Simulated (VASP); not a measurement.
# Mn: relaxation of cell and atoms with PBE

Crystal: Mn.

```
Mn
1.0
     0.00000    2.14413    2.14413
     2.14413    0.00000    2.14413
     2.14413    2.14413    0.00000
Mn
1
Direct
  0.00000 0.00000 0.00000
```

```yaml
Program: VASP 6.6.1
Task: relaxation of cell and atoms
Functional: PBE
Potentials_or_basis: VASP PAW PBE potentials, release 64 (Mn_pv)
Cutoff: 600 eV
k_mesh: 8 × 8 × 8
Occupations: gaussian, width 0.1 eV
Spin: collinear spin, ferromagnetic start
Starting_moments: "[4.33] μB"
Dipole_correction: no
Further_INCAR_settings: ALGO = Normal; EDIFF = 1e-06; IBRION = 2; EDIFFG = -0.05; NSW = 80; ISIF = 3
```

The relaxed volume is 10.72 Å³/atom, the relaxed cell is a = 2.475 Å, b = 2.475 Å, c = 2.475 Å, α = 60.00°, β = 60.00°, γ = 60.00° and the space group after relaxing (to 0.05 Å) is Fm-3m (No. 225). The energy gained by relaxing is 845.9 meV/atom and the ionic steps are 10. The pressure after relaxing is 0.4 GPa, the net moment is 0.00 μB per cell and the valence electrons inside the program's atomic spheres are Mn 11.99.

The path:
```
step  energy change (eV)  largest force (eV/Å)  pressure (GPa)  volume (Å³)
   1              0.0000                0.0000          -13.24        19.71
   2              0.0676                0.0000          -44.29        15.42
   3              3.1306                0.0000          459.90         6.35
   4             -0.4874                0.0000          -36.86        13.29
   5             -0.6451                0.0000           52.81         9.35
   6             -0.8287                0.0000          -11.18        11.21
   7             -0.8458                0.0000            1.36        10.68
   8             -0.8452                0.0000           -2.47        10.83
   9             -0.8456                0.0000           -1.73        10.79
  10             -0.8459                0.0000            0.40        10.72
```

Final structure:
```yaml
crystal:
  lattice:
    - [0.00000, 1.74992, 1.74992]
    - [1.74992, 0.00000, 1.74992]
    - [1.74992, 1.74992, 0.00000]
  atoms:
    - { symbol: Mn, position: [0.00000, 0.00000, 0.00000] }
```

Levels at points of the mesh, in eV from the Fermi level:
Spin up:
| k point | band 3 | band 4 | band 5 | band 6 | band 7 | band 8 | band 9 | band 10 | band 11 | band 12 |
| --- | --- | --- | --- | --- | --- | --- | --- | --- | --- | --- |
| (0.00, 0.00, 0.00) | -47.70 | -8.39 | -1.21 | -1.21 | -1.21 | 0.49 | 0.49 | 21.34 | 27.18 | 27.18 |
| (0.50, 0.00, 0.00) | -47.80 | -4.61 | -1.32 | -1.32 | 0.43 | 1.66 | 1.66 | 9.01 | 20.17 | 26.18 |
| (0.50, 0.50, 0.00) | -47.98 | -4.80 | -3.99 | 1.63 | 1.97 | 1.97 | 3.47 | 12.25 | 15.87 | 15.87 |
Spin down:
```csv
k point,band 5,band 6,band 7,band 8,band 9,band 10
"(0.00, 0.00, 0.00)",-1.21,-1.21,-1.21,0.49,0.49,21.34
"(0.50, 0.00, 0.00)",-1.32,-1.32,0.43,1.66,1.66,9.01
"(0.50, 0.50, 0.00)",-3.99,1.63,1.97,1.97,3.47,12.25
```

It took 100 s on 1 thread of Intel(R) Xeon(R) Platinum 8259CL CPU @ 2.50GHz (Skylake/Cascade Lake), with other jobs on the host, peak memory 0.17 GiB.

Caveat: the starting moments collapsed, and a magnetic state may lie lower; the volume moved by over 15 % at a fixed basis, so the end points are rough.
